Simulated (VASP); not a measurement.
# KI (P4/mmm) in VASP: further runs

KI is run at these levels: PBE; tasks: single point.

Everything below comes from runs of VASP 6.6.1. Logs are shortened: lines on timing, memory, paths and dates and some standing lists are left out, and cuts for length are marked.

### Step 1. The cell of the first run

Symmetry: P4/mmm, No. 123, tetragonal system. The conventional cell has a = 4.412 Å, b = 4.412 Å, c = 4.059 Å, α = 90.00°, β = 90.00°, γ = 90.00°. Within 4.9 Å of K (site symmetry 4/mmm) lie 8 I at 3.72 Å and 6 K at 4.06 to 4.41 Å. I (site symmetry 4/mmm) has 8 K at 3.72 Å and 6 I at 4.06 to 4.41 Å within 4.9 Å.

### Step 2. Single point, PBE

INCAR reads:

```
SYSTEM = KI
PREC     = Accurate       ! precision mode
ENCUT    = 520            ! plane-wave cutoff, eV
EDIFF    = 1E-6           ! SCF threshold, eV
ISMEAR   = 0              ! smearing method
SIGMA    = 0.05           ! smearing width, eV
LREAL    = .False.        ! projectors in reciprocal space
LASPH    = .True.         ! aspherical terms in the spheres
NELM     = 100            ! most SCF steps
ALGO     = Normal         ! electronic algorithm
ISIF     = 2              ! what is computed and relaxed
LWAVE    = .False.        ! write WAVECAR
LCHARG   = .False.        ! write CHGCAR
GGA      = PE             ! functional
NBANDS   = 15             ! bands
```

KPOINTS reads:

```
regular mesh
0
Gamma
  6 6 6
  0 0 0
```

POSCAR reads:

```
KI
1.0
    4.4121385567      0.0000000000      0.0000000000
    0.0000000000      4.4121385567      0.0000000000
    0.0000000000      0.0000000000      4.0591674722
K I
1 1
Direct
    0.0000000000      0.0000000000      0.0000000000
    0.5000000000      0.5000000000      0.5000000000
```

Potentials or basis: VASP PAW PBE potentials, release 64 (K_sv, I).

Command:

```
$ cat potpaw_PBE.64/K_sv/POTCAR potpaw_PBE.64/I/POTCAR > POTCAR
$ mpirun -np 1 vasp_std > vasp.out
```

OUTCAR:

```text
SYSTEM = KI
   PREC = Accurate
   ENCUT = 520
   EDIFF = 1E-6
   ISMEAR = 0
   LREAL = .False.
   LASPH = .True.
   NELM = 100
   ISIF = 2
   GGA = PE

 ion  position               nearest neighbor table
   1  0.000  0.000  0.000-
   2  0.500  0.500  0.500-

  LATTYP: Found a simple tetragonal cell.
 ALAT       =     4.4121385567
 C/A-ratio  =     0.9200000000

  Lattice vectors:

 A1 = (   4.4121385567,   0.0000000000,   0.0000000000)
 A2 = (   0.0000000000,   4.4121385567,   0.0000000000)
 A3 = (   0.0000000000,   0.0000000000,   4.0591674722)

Analysis of symmetry for initial positions (statically):
=====================================================================
 Subroutine PRICEL returns:
 Original cell was already a primitive cell.

 Routine SETGRP: Setting up the symmetry group for a
 simple tetragonal supercell.

 Subroutine GETGRP returns: Found 16 space group operations
 (whereof 16 operations were pure point group operations)
 out of a pool of 16 trial point group operations.

The static configuration has the point symmetry D_4h.

Analysis of symmetry for dynamics (positions and initial velocities):
=====================================================================
 Subroutine PRICEL returns:
 Original cell was already a primitive cell.

 Routine SETGRP: Setting up the symmetry group for a
 simple tetragonal supercell.

 Subroutine GETGRP returns: Found 16 space group operations
 (whereof 16 operations were pure point group operations)
 out of a pool of 16 trial point group operations.

The dynamic configuration has the point symmetry D_4h.

 Subroutine INISYM returns: Found 16 space group operations
 (whereof 16 operations are pure point group operations),
 and found     1 'primitive' translations

----------------------------------------------------------------------------------------

                                     Primitive cell

  volume of cell :      79.0197

  direct lattice vectors                    reciprocal lattice vectors
     4.412138557  0.000000000  0.000000000     0.226647461  0.000000000  0.000000000
     0.000000000  4.412138557  0.000000000     0.000000000  0.226647461  0.000000000
     0.000000000  0.000000000  4.059167472     0.000000000  0.000000000  0.246355936

  length of vectors
     4.412138557  4.412138557  4.059167472     0.226647461  0.226647461  0.246355936

  position of ions in fractional coordinates (direct lattice)
     0.000000000  0.000000000  0.000000000
     0.500000000  0.500000000  0.500000000

  ion indices of the primitive-cell ions
   primitive index   ion index
                 1           1
                 2           2

----------------------------------------------------------------------------------------

 KPOINTS: regular mesh

Automatic generation of k-mesh.
 Grid dimensions read from file:
 generate k-points for:    6    6    6

 Generating k-lattice:

  Cartesian coordinates                     Fractional coordinates (reciprocal lattice)
     0.037774577  0.000000000  0.000000000     0.166666667  0.000000000  0.000000000
     0.000000000  0.037774577  0.000000000     0.000000000  0.166666667  0.000000000
     0.000000000  0.000000000  0.041059323     0.000000000  0.000000000  0.166666667

  Length of vectors
     0.037774577  0.037774577  0.041059323

  Shift w.r.t. Gamma in fractional coordinates (k-lattice)
     0.000000000  0.000000000  0.000000000

 Subroutine IBZKPT returns following result:
 ===========================================

 Found     40 irreducible k-points:

 Following reciprocal coordinates:
            Coordinates               Weight
  0.000000  0.000000  0.000000      1.000000
  0.166667  0.000000  0.000000      4.000000
  0.333333  0.000000  0.000000      4.000000
  0.500000  0.000000  0.000000      2.000000
  0.166667  0.166667  0.000000      4.000000
  0.333333  0.166667  0.000000      8.000000
[... 16 lines left out ...]
  0.333333  0.000000  0.333333      8.000000
  0.500000  0.000000  0.333333      4.000000
 [... further k-points ...]
   k-points           NKPTS =     40   k-points in BZ     NKDIM =     40   number of bands    NBANDS=     15
   number of dos      NEDOS =    301   number of ions     NIONS =      2
   total plane-waves  NPLWV =  38880
   dimension x,y,z NGX =    36 NGY =   36 NGZ =   30
   dimension x,y,z NGXF=    72 NGYF=   72 NGZF=   60
   ions per type =               1   1
   NGX,Y,Z   is equivalent  to a cutoff of  13.56, 13.56, 12.29 a.u.
   NGXF,Y,Z  is equivalent  to a cutoff of  27.13, 27.13, 24.57 a.u.
 SYSTEM =  KI
   PREC   = accura    normal or accurate (medium, high low for compatibility)
   ISTART =      0    job   : 0-new  1-cont  2-samecut
   ICHARG =      2    charge: 1-file 2-atom 10-const
   ISPIN  =      1    spin polarized calculation?
   LNONCOLLINEAR =      F non collinear calculations
   LSORBIT =      F    spin-orbit coupling
   LASPH  =      T    aspherical Exc in radial PAW
[... 31 lines left out ...]
   LEPSILON=     F    determine dielectric tensor
   LRPA    =     F    only Hartree local field effects (RPA)
 non-spin polarized calculation
 Gauss-broadening in eV      SIGMA  =   0.05
  energy-cutoff  :      520.00
  volume of cell :       79.02
 maximum number of plane-waves:      2160
 NGX is ok and might be reduce to    36

 number of electron      16.0000001 magnetization

 Free energy of the ion-electron system (eV)
  ---------------------------------------------------
  ext. energy  EPLUGINS =         0.00000000
  ---------------------------------------------------
  free energy    TOTEN  =        -5.38526834 eV

  energy without entropy =       -5.38526834  energy(sigma->0) =       -5.38526834

 E-fermi :   1.4875     XC(G=0):  -7.7086

 val. band max:        1.2337246939   @ k =   0.5000   0.5000   0.0000
 cond. band min:       4.1411443948   @ k =   0.0000   0.0000   0.0000
 fundamental gap:      2.9074197009
 Fermi energy:         1.4875184083

 k-point     1 :       0.0000    0.0000    0.0000
  band No.  band energies     occupation
      1     -28.5236      2.00000
      2     -11.9745      2.00000
      3     -11.9745      2.00000
      4     -11.9707      2.00000
      5     -10.2686      2.00000
      6       0.3497      2.00000
      7       0.3497      2.00000
      8       0.9556      2.00000
      9       4.1411      0.00000
     10       5.4730      0.00000
     11       5.9127      0.00000
     12       8.8885      0.00000
     13       9.4769      0.00000
     14       9.4769      0.00000
     15      10.9236      0.00000

 k-point     2 :       0.1667    0.0000    0.0000
  band No.  band energies     occupation
      1     -28.5228      2.00000
      2     -12.0132      2.00000
      3     -11.9720      2.00000
      4     -11.9688      2.00000
      5     -10.2005      2.00000
      6      -0.2221      2.00000
      7       0.3567      2.00000
      8       0.9690      2.00000
      9       4.7323      0.00000
     10       5.9673      0.00000
     11       6.1746      0.00000
     12       8.8631      0.00000
     13       9.4387      0.00000
     14       9.5683      0.00000
     15      10.1993      0.00000

 k-point     3 :       0.3333    0.0000    0.0000
  band No.  band energies     occupation
      1     -28.5211      2.00000
      2     -12.0850      2.00000
      3     -11.9670      2.00000
      4     -11.9650      2.00000
      5     -10.0660      2.00000
      6      -1.0488      2.00000
      7       0.3704      2.00000
      8       0.9958      2.00000
      9       5.6676      0.00000
     10       6.5735      0.00000
     11       7.3396      0.00000
     12       8.8923      0.00000
     13       8.9484      0.00000
     14       9.4937      0.00000
     15       9.7790      0.00000
[... 343 lines left out ...]
 k-point    23 :       0.3333    0.0000    0.3333
  band No.  band energies     occupation
      1     -28.5144      2.00000
      2     -12.0921      2.00000
      3     -12.0260      2.00000
      4     -11.9548      2.00000
      5      -9.9200      2.00000
      6      -0.7404      2.00000
      7      -0.5309      2.00000
      8       0.6177      2.00000
      9       5.7738      0.00000
     10       6.3434      0.00000
     11       7.7654      0.00000
     12       8.3854      0.00000
     13       8.4885      0.00000
     14       8.8035      0.00000
     15      10.4347      0.00000

 k-point    24 :       0.5000    0.0000    0.3333
  band No.  band energies     occupation
      1     -28.5136      2.00000
      2     -12.0767      2.00000
      3     -12.0506      2.00000
      4     -11.9530      2.00000
      5      -9.8975      2.00000
      6      -0.8762      2.00000
      7      -0.5596      2.00000
      8       0.6681      2.00000
      9       5.4399      0.00000
     10       6.4417      0.00000
     11       7.6368      0.00000
     12       7.9674      0.00000
     13       8.5705      0.00000
     14       9.7560      0.00000
     15      10.1445      0.00000

 [... further k-points ...]

------------------------ aborting loop because EDIFF is reached ----------------------------------------

  FORCE on cell =-STRESS in cart. coord.  units (eV):
  Direction    XX          YY          ZZ          XY          YZ          ZX
  --------------------------------------------------------------------------------------
  -------------------------------------------------------------------------------------
  Total       -0.1574619     -0.1574619      1.1558782      0.0000000     -0.0000000     -0.0000000
  in kB       -3.1926464     -3.1926464     23.4362118      0.0000000     -0.0000000     -0.0000000
  external PRESSURE =       5.6836397 kB  Pullay stress =       0.0000000 kB

 VOLUME and BASIS-vectors are now :
 -----------------------------------------------------------------------------
  energy-cutoff  :      520.00
  volume of cell :       79.02
      direct lattice vectors                 reciprocal lattice vectors
     4.412138557  0.000000000  0.000000000     0.226647461  0.000000000  0.000000000
     0.000000000  4.412138557  0.000000000     0.000000000  0.226647461  0.000000000
     0.000000000  0.000000000  4.059167472     0.000000000  0.000000000  0.246355936

 POSITION                                       TOTAL-FORCE (eV/Angst)
 -----------------------------------------------------------------------------------
      0.00000      0.00000      0.00000         0.000000      0.000000      0.000000
      2.20607      2.20607      2.02958         0.000000      0.000000      0.000000
 -----------------------------------------------------------------------------------
    total drift:                                0.000000      0.000000      0.000000

  FREE ENERGIE OF THE ION-ELECTRON SYSTEM (eV)
  ---------------------------------------------------
  free  energy   TOTEN  =        -5.3852683394 eV

  energy  without entropy=       -5.3852683394  energy(sigma->0) =       -5.38526834
```

Wall time 45 s (1 thread of Intel Xeon 8259CL, shared host); peak memory 0.21 GiB.

What came out:

```
Free energy            : -5.3853 eV
Pressure               : 0.6 GPa
Band gap on the k mesh : 2.91 eV (least direct gap 3.19 eV)
```

Caveat: spin-orbit coupling is left out, which moves the levels of the heavy elements.

### Step 3. Single point, PBE

This run uses another cell than the first one, of the same volume but with other edges.

INCAR reads:

```
SYSTEM = KI
  PREC = Accurate
  ENCUT = 520
  EDIFF = 1E-6
  ISMEAR = 0
  SIGMA = 0.05
  LREAL = .False.
  LASPH = .True.
  NELM = 100
  ALGO = Normal
  ISIF = 2
  LWAVE = .False.
  LCHARG = .False.
  GGA = PE
  NBANDS = 15
```

KPOINTS is that of step 2.

POSCAR reads:

```
KI
1.0
    4.1570079630      0.0000000000      0.0000000000
    0.0000000000      4.1570079630      0.0000000000
    0.0000000000      0.0000000000      4.5727087593
K I
1 1
Direct
    0.0000000000      0.0000000000      0.0000000000
    0.5000000000      0.5000000000      0.5000000000
```

Potentials or basis: VASP PAW PBE potentials, release 64 (K_sv, I).

Command:

```
$ cat potpaw_PBE.64/K_sv/POTCAR potpaw_PBE.64/I/POTCAR > POTCAR
$ mpirun -np 1 vasp_std > vasp.out
```

Wall time 55 s (1 thread of Intel Xeon 8259CL, shared host); peak memory 0.21 GiB.

The run converged. Its results:

```yaml
Free_energy: -5.3770 eV
Pressure: 0.6 GPa
Band_gap_on_the_k_mesh: 2.99 eV (least direct gap 3.32 eV)
```

Stress tensor (GPa, compression positive):
```
 1.49  0.00  0.00
 0.00  1.49  0.00
 0.00  0.00 -1.29
```

Levels at points of the mesh, in eV from the valence-band top:
```
           k point  band 6  band 7  band 8  band 9  band 10  band 11
(0.00, 0.00, 0.00)   -0.96   -0.33   -0.33    2.99     4.49     4.75
(0.50, 0.00, 0.00)   -2.52   -0.85   -0.19    5.15     5.86     6.95
(0.50, 0.50, 0.00)   -1.90   -1.90   -0.47    3.86     5.05     6.09
(0.00, 0.00, 0.50)   -2.48   -0.32   -0.32    5.38     5.87     6.48
(0.50, 0.00, 0.50)   -2.06   -1.80    0.00    3.62     5.70     6.76
(0.50, 0.50, 0.50)   -1.92   -1.92   -1.70    5.33     5.48     5.48
```

Caveat: spin-orbit coupling is left out, which moves the levels of the heavy elements.

### Step 4. Single point, PBE

This run uses another cell than the first one, of the same volume but with other edges.

INCAR reads:

```
ALGO     = Normal         # electronic algorithm
EDIFF    = 1E-7           # SCF threshold, eV
ENCUT    = 520            # plane-wave cutoff, eV
GGA      = PE             # functional
ISIF     = 2              # what is computed and relaxed
ISMEAR   = 0              # smearing method
LASPH    = T              # aspherical terms in the spheres
LCHARG   = F              # write CHGCAR
LREAL    = F              # projectors in reciprocal space
LWAVE    = F              # write WAVECAR
NBANDS   = 15             # bands
NELM     = 80             # most SCF steps
PREC     = Accurate       # precision mode
SIGMA    = 0.05           # smearing width, eV
```

KPOINTS reads:

```
k-points
0
Gamma
  6 6 6
```

POSCAR reads:

```
KI
1.0
    4.9538246814      0.0000000000      0.0000000000
    0.0000000000      4.9538246814      0.0000000000
    0.0000000000      0.0000000000      3.2199860429
K I
1 1
Direct
    0.0000000000      0.0000000000      0.0000000000
    0.5000000000      0.5000000000      0.5000000000
```

Command:

```
$ cat potpaw_PBE.64/K_sv/POTCAR potpaw_PBE.64/I/POTCAR > POTCAR
$ mpirun -np 1 vasp_std > vasp.out
```

Wall time 71 s (1 thread of Intel Xeon 8259CL, shared host); peak memory 0.21 GiB.

It converged, with:

| Quantity | Value |
| --- | --- |
| Free energy | -4.0998 eV |
| Pressure | 3.9 GPa |
| Band gap on the k mesh | zero (bands 8 and 9 overlap by 0.18 eV) |

Stress tensor (GPa, compression positive):
```
-3.20  0.00  0.00
 0.00 -3.20  0.00
 0.00  0.00 17.97
```

Levels at points of the mesh, in eV from the Fermi level:
```tsv
k point	band 4	band 5	band 6	band 7	band 8	band 9	band 10	band 11	band 12	band 13
(0.00, 0.00, 0.00)	-16.42	-14.53	-4.35	-4.35	-0.78	-0.06	0.69	2.57	3.10	6.51
(0.50, 0.00, 0.00)	-16.42	-14.41	-5.44	-4.42	-0.04	1.33	1.42	3.44	3.67	4.70
(0.50, 0.50, 0.00)	-16.42	-14.43	-5.05	-5.05	-0.04	0.02	3.51	3.66	4.89	4.97
(0.00, 0.00, 0.50)	-16.56	-13.12	-6.20	-3.19	-3.19	2.75	3.26	3.26	3.38	3.49
(0.50, 0.00, 0.50)	-16.56	-13.10	-6.03	-3.71	-3.01	1.21	1.63	2.16	3.07	5.41
(0.50, 0.50, 0.50)	-16.58	-13.05	-6.01	-3.83	-3.83	2.43	2.43	3.44	3.44	3.47
```

Caveat: the stress differs along the axes, from -3 to 18 GPa; semilocal functionals underestimate gaps, and a narrow one can read as zero; spin-orbit coupling is left out, which moves the levels of the heavy elements.

### Step 5. Single point, PBE

This run uses another cell than the first one, of the same volume but with other edges.

INCAR reads:

```
SYSTEM = KI
PREC = Accurate ; ENCUT = 520
EDIFF = 1E-7 ; ISMEAR = 0
SIGMA = 0.05 ; LREAL = .False.
LASPH = .True. ; NELM = 80
ALGO = Normal ; ISIF = 2
LWAVE = .False. ; LCHARG = .False.
GGA = PE ; NBANDS = 15
```

KPOINTS reads:

```
regular mesh
0
Gamma
  6 6 6
  0 0 0
```

POSCAR reads:

```
KI
1.0
    3.7487055725      0.0000000000      0.0000000000
    0.0000000000      3.7487055725      0.0000000000
    0.0000000000      0.0000000000      5.6230583588
K I
1 1
Direct
    0.0000000000      0.0000000000      0.0000000000
    0.5000000000      0.5000000000      0.5000000000
```

Command:

```
$ cat potpaw_PBE.64/K_sv/POTCAR potpaw_PBE.64/I/POTCAR > POTCAR
$ mpirun -np 1 vasp_std > vasp.out
```

Run time: 50 s. Hardware: 1 thread of Intel Xeon 8259CL, shared host; peak memory 0.2 GiB.

It converged, with:

```
Free energy            : -4.5735 eV
Pressure               : 1.5 GPa
Band gap on the k mesh : 0.27 eV (least direct gap 0.72 eV)
```

Stress tensor (GPa, compression positive):
```
 6.11  0.00  0.00
 0.00  6.11  0.00
 0.00  0.00 -7.74
```

Levels at points of the mesh, in eV from the valence-band top:
```
           k point  band 5  band 6  band 7  band 8  band 9  band 10  band 11  band 12
(0.00, 0.00, 0.00)  -12.51   -2.97   -0.45   -0.45    0.27     3.63     4.04     6.43
(0.50, 0.00, 0.00)  -11.97   -3.79   -2.57   -0.05    2.95     3.31     4.69     6.04
(0.50, 0.50, 0.00)  -11.53   -2.98   -2.98   -1.83    2.32     3.08     3.68     3.68
(0.00, 0.00, 0.50)  -12.41   -3.80   -0.50   -0.50    2.63     3.88     4.64     6.38
(0.50, 0.00, 0.50)  -12.00   -3.59   -2.73    0.00    1.87     4.13     5.34     5.46
(0.50, 0.50, 0.50)  -11.52   -3.06   -3.06   -2.35    4.04     4.13     4.35     4.35
```

Caveat: the stress differs along the axes, from -8 to 6 GPa; semilocal functionals underestimate gaps, and a narrow one can read as zero; spin-orbit coupling is left out, which moves the levels of the heavy elements. A k mesh can miss the band edges.

### Step 6. Summary

```csv
cell,gap on the mesh (eV),pressure (GPa)
"a = 4.412, b = 4.412, c = 4.059 Å, 2 atoms",2.91,0.6
"a = 4.157, b = 4.157, c = 4.573 Å, 2 atoms",2.99,0.6
"a = 4.954, b = 4.954, c = 3.220 Å, 2 atoms",none,3.9
"a = 3.749, b = 3.749, c = 5.623 Å, 2 atoms",0.27,1.5
```

Alike in all rows: task single point; level PBE; potentials or basis VASP PAW PBE potentials, release 64 (K_sv, I); no spin polarisation; k mesh 6 × 6 × 6; cutoff (eV) 520; smearing gaussian 0.05 eV.

Caveats: spin-orbit coupling is left out, which moves the levels of the heavy elements; semilocal functionals underestimate gaps, and a narrow one can read as zero (at least some runs); the stress differs along the axes, from -3 to 18 GPa (at least some runs); the stress differs along the axes, from -8 to 6 GPa (at least some runs).

Total energies depend on the potentials used, so only differences within one code and one set of settings carry meaning.
